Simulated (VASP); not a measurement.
ZrPb2O3:

```xyz
6
Lattice="5.3792 0.0000 0.0000 -2.6896 4.6585 0.0000 0.0000 0.0000 4.5011" Properties=species:S:1:pos:R:3 pbc="T T T"
Zr    0.0000    0.0000    0.0000
Pb    2.6896    1.5528    0.0000
Pb    0.0000    3.1057    0.0000
O     1.3448    2.3292    2.2506
O     2.6896    0.0000    2.2506
O    -1.3448    2.3292    2.2506
```

- Program: VASP 6.6.1
- Task: relaxation of cell and atoms
- Functional: PBE
- Potentials or basis: VASP PAW PBE potentials, release 64 (Zr_sv, Pb_d, O)
- Cutoff: 600 eV
- k mesh: 6 × 6 × 4
- Occupations: gaussian, width 0.1 eV
- Spin: no spin polarisation

At the start: pressure -4.9 GPa; volume 18.80 Å³/atom.

**Question.** How do energy, volume and symmetry change on relaxing?

**Answer.** Over 14 steps the energy falls by 644.7 meV/atom and the volume is 18.10 Å³/atom (-3.7 %); space group P6/mmm (No. 191, to 0.05 Å).

Step by step:
```
step  energy change (eV)  largest force (eV/Å)  pressure (GPa)  volume (Å³)
   1              0.0000                0.0000           -4.91       112.79
   2             -2.2909                0.0000           -1.62       102.80
   3             18.9207                0.0000          192.46        65.43
   4             -2.9265                0.0000            2.36        99.17
   5             -3.2163                0.0000           12.68        93.35
   6             -3.7738                0.0000            4.61       104.95
   7             -3.7695                0.0000            4.08       105.99
   8             -3.8385                0.0000           -2.61       112.12
   9             -3.8613                0.0000           -0.56       110.07
  10             -3.8612                0.0000           -0.65       110.15
  11             -3.8663                0.0000           -0.50       109.49
  12             -3.8674                0.0000           -0.40       109.05
  13             -3.8675                0.0000            0.35       108.20
  14             -3.8681                0.0000           -0.01       108.60
```

Final structure:
```
Zr Pb O
1.0
     6.13341    0.00000    0.00000
    -3.06670    5.31169    0.00000
     0.00000    0.00000    3.33343
Zr Pb O
1 2 3
Direct
  0.00000 0.00000 0.00000
  0.66667 0.33333 0.00000
  0.33333 0.66667 0.00000
  0.50000 0.50000 0.50000
  0.50000 0.00000 0.50000
  0.00000 0.50000 0.50000
```
